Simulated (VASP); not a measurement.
# BiOs (Fm-3m) in VASP: settings compared, part 2 of 2

VASP 6.6.1.

## 4. Single point, r2SCAN (20.86 Å³/atom)

This run uses another cell than the first one, of 20.86 Å³/atom.

Input file POSCAR:

```
BiOs
1.0
    0.0000000000      2.7525735610      2.7525735610
    2.7525735610      0.0000000000      2.7525735610
    2.7525735610      2.7525735610      0.0000000000
Os Bi
1 1
Direct
    0.5000000000      0.5000000000      0.5000000000
    0.0000000000      0.0000000000      0.0000000000
```

Input file INCAR.step1:

```
  PREC = Accurate
  ENCUT = 520
  ISMEAR = 0
  SIGMA = 0.05
  LREAL = F
  LASPH = T
  NELM = 80
  NBANDS = 18
  GGA = PE
  ALGO = Normal
  EDIFF = 1E-4
  LWAVE = T
  LCHARG = F
```

Input file INCAR.step2:

```
  PREC = Accurate
  ENCUT = 520
  EDIFF = 1E-6
  ISMEAR = 0
  SIGMA = 0.05
  LREAL = F
  LASPH = T
  NELM = 80
  ALGO = Normal
  ISIF = 2
  LWAVE = F
  LCHARG = F
  METAGGA = R2SCAN
  LMIXTAU = T
  NBANDS = 18
  ISTART = 1
```

Input file KPOINTS:

```
Automatic mesh
0
Gamma
  10 10 10
```

Potentials or basis: VASP PAW PBE potentials, release 64 (Os, Bi_d).

Started as:

```bash
$ cat potpaw_PBE.64/Os/POTCAR potpaw_PBE.64/Bi_d/POTCAR > POTCAR
$ cp INCAR.step1 INCAR
$ mpirun -np 1 vasp_std > vasp.out
$ cp INCAR.step2 INCAR
$ mpirun -np 1 vasp_std > vasp.out
```

OUTCAR:

```text
PREC = Accurate
   ENCUT = 520
   EDIFF = 1E-6
   ISMEAR = 0
   LREAL = F
   LASPH = T
   NELM = 80
   ISIF = 2
   METAGGA = R2SCAN
   ISTART = 1

 ion  position               nearest neighbor table
   1  0.500  0.500  0.500-   2 2.75   2 2.75   2 2.75   2 2.75   2 2.75   2 2.75
   2  0.000  0.000  0.000-   1 2.75   1 2.75   1 2.75   1 2.75   1 2.75   1 2.75

  LATTYP: Found a face centered cubic cell.
 ALAT       =     5.5051471220

  Lattice vectors:

 A1 = (   0.0000000000,   2.7525735610,   2.7525735610)
 A2 = (   2.7525735610,   0.0000000000,   2.7525735610)
 A3 = (   2.7525735610,   2.7525735610,   0.0000000000)

Analysis of symmetry for initial positions (statically):
=====================================================================
 Subroutine PRICEL returns:
 Original cell was already a primitive cell.

 Routine SETGRP: Setting up the symmetry group for a
 face centered cubic supercell.

 Subroutine GETGRP returns: Found 48 space group operations
 (whereof 48 operations were pure point group operations)
 out of a pool of 48 trial point group operations.

The static configuration has the point symmetry O_h .

Analysis of symmetry for dynamics (positions and initial velocities):
=====================================================================
 Subroutine PRICEL returns:
 Original cell was already a primitive cell.

 Routine SETGRP: Setting up the symmetry group for a
 face centered cubic supercell.

 Subroutine GETGRP returns: Found 48 space group operations
 (whereof 48 operations were pure point group operations)
 out of a pool of 48 trial point group operations.

The dynamic configuration has the point symmetry O_h .

 Subroutine INISYM returns: Found 48 space group operations
 (whereof 48 operations are pure point group operations),
 and found     1 'primitive' translations

[... 110 lines left out ...]
   EFERMI_NEDOS =   21; number of points for ismear=-14 and -15
   IALGO  =     38    algorithm
   IMIX   =      4    mixing-type and parameters
     AMIX     =   0.40;   BMIX     =  1.00
     AMIX_MAG =   1.60;   BMIX_MAG =  1.00
  volume/ion in A,a.u.               =      20.86       140.74
  Fermi-wavevector in a.u.,A,eV,Ry     =   1.342462  2.536884 24.520459  1.802203
  Thomas-Fermi vector in A             =   2.470614
   LORBIT       =      0    0 simple, 1 ext, 2 COOP (PROOUT), +10 PAW based schemes
   METAGGA = R2SCAN    functional components
   LHFCALC =     F    Hartree Fock is set to
   AEXX    =    0.0000 exact exchange contribution
   IVDW    =     0    specifies the selected vdW correction
   LEPSILON=     F    determine dielectric tensor
   LRPA    =     F    only Hartree local field effects (RPA)
 non-spin polarized calculation
 Gauss-broadening in eV      SIGMA  =   0.05
  energy-cutoff  :      520.00
  volume of cell :       41.71
 maximum number of plane-waves:      1158
 NGX is ok and might be reduce to    30
   NGX = 15   NGY = 15   NGZ = 15

 number of electron      22.9999999 magnetization

 Free energy of the ion-electron system (eV)
  ---------------------------------------------------
  ext. energy  EPLUGINS =         0.00000000
  ---------------------------------------------------
  free energy    TOTEN  =      -108.66781907 eV

  energy without entropy =     -108.66469436  energy(sigma->0) =     -108.66625672

 E-fermi :   8.5139     XC(G=0): -12.8596

 val. band max:        8.4956707690   @ k =   0.4000   0.2000   0.0000
 cond. band min:       8.5187310720   @ k =   0.3000   0.1000   0.0000
 fundamental gap:      0.0230603029
 Fermi energy:         8.5138849886

 k-point     1 :       0.0000    0.0000    0.0000
  band No.  band energies     occupation
      1     -15.0272      2.00000
      2     -15.0272      2.00000
      3     -14.9178      2.00000
      4     -14.9178      2.00000
      5     -14.9178      2.00000
      6      -5.3956      2.00000
[... 481 lines left out ...]
      5     -14.8481      2.00000
      6      -3.4980      2.00000
[... 10 lines left out ...]
     17      20.9166      0.00000
     18      21.1649      0.00000

 [... further k-points ...]

------------------------ aborting loop because EDIFF is reached ----------------------------------------

  FORCE on cell =-STRESS in cart. coord.  units (eV):
  Direction    XX          YY          ZZ          XY          YZ          ZX
  --------------------------------------------------------------------------------------
  -------------------------------------------------------------------------------------
  Total        0.9395714      0.9395714      0.9395714      0.0000000     -0.0000000     -0.0000000
  in kB       36.0905567     36.0905567     36.0905567      0.0000000     -0.0000000     -0.0000000
  external PRESSURE =      36.0905567 kB  Pullay stress =       0.0000000 kB

 VOLUME and BASIS-vectors are now :
 -----------------------------------------------------------------------------
  energy-cutoff  :      520.00
  volume of cell :       41.71
      direct lattice vectors                 reciprocal lattice vectors
     0.000000000  2.752573561  2.752573561    -0.181648188  0.181648188  0.181648188
     2.752573561  0.000000000  2.752573561     0.181648188 -0.181648188  0.181648188
     2.752573561  2.752573561  0.000000000     0.181648188  0.181648188 -0.181648188

 POSITION                                       TOTAL-FORCE (eV/Angst)
 -----------------------------------------------------------------------------------
      2.75257      2.75257      2.75257        -0.000000      0.000000     -0.000000
      0.00000      0.00000      0.00000         0.000000     -0.000000      0.000000
 -----------------------------------------------------------------------------------
    total drift:                               -0.000000      0.000000      0.000000

  FREE ENERGIE OF THE ION-ELECTRON SYSTEM (eV)
  ---------------------------------------------------
  free  energy   TOTEN  =      -108.6678190741 eV

  energy  without entropy=     -108.6646943566  energy(sigma->0) =     -108.66625672
```

It took 83 s on 1 thread of Intel Xeon 6975P-C (Granite Rapids), shared host; peak memory 0.19 GiB.

Results:

```
Free energy            : -108.6678 eV
Pressure               : 3.6 GPa
Band gap on the k mesh : zero (an odd number of electrons rules out a gap without spin polarisation)
```

Levels at points of the mesh, in eV from the Fermi level:
```csv
k point,band 9,band 10,band 11,band 12,band 13,band 14
"(0.00, 0.00, 0.00)",-1.66,-1.04,-1.04,2.10,2.10,2.10
"(0.50, 0.00, 0.00)",-3.80,-0.67,-0.67,-0.31,4.87,7.20
"(0.50, 0.50, 0.00)",-1.04,-1.04,-0.51,-0.16,-0.16,0.40
```

Caveat: the cell stands under pressure; the PAW data sets were made with another functional, which shifts forces and pressure a little; spin-orbit coupling is left out, which moves the levels of the heavy elements.

## 5. The runs side by side

| level | cell | gap on the mesh (eV) | pressure (GPa) |
| --- | --- | --- | --- |
| PBE | a = 3.919 Å, angles 60.0°, 2 atoms | none | 3.7 |
| r2SCAN | a = 3.866 Å, angles 60.0°, 2 atoms | none | 7.0 |
| r2SCAN | a = 3.893 Å, angles 60.0°, 2 atoms | none | 3.6 |

Alike in all rows: task single point; potentials or basis VASP PAW PBE potentials, release 64 (Os, Bi_d); no spin polarisation; k mesh 10 × 10 × 10; cutoff (eV) 520; smearing gaussian 0.05 eV.

Caveats: the cell stands under pressure; spin-orbit coupling is left out, which moves the levels of the heavy elements; the PAW data sets were made with another functional, which shifts forces and pressure a little (at least some runs).

Absolute energies hang on the potentials; compare differences alone.
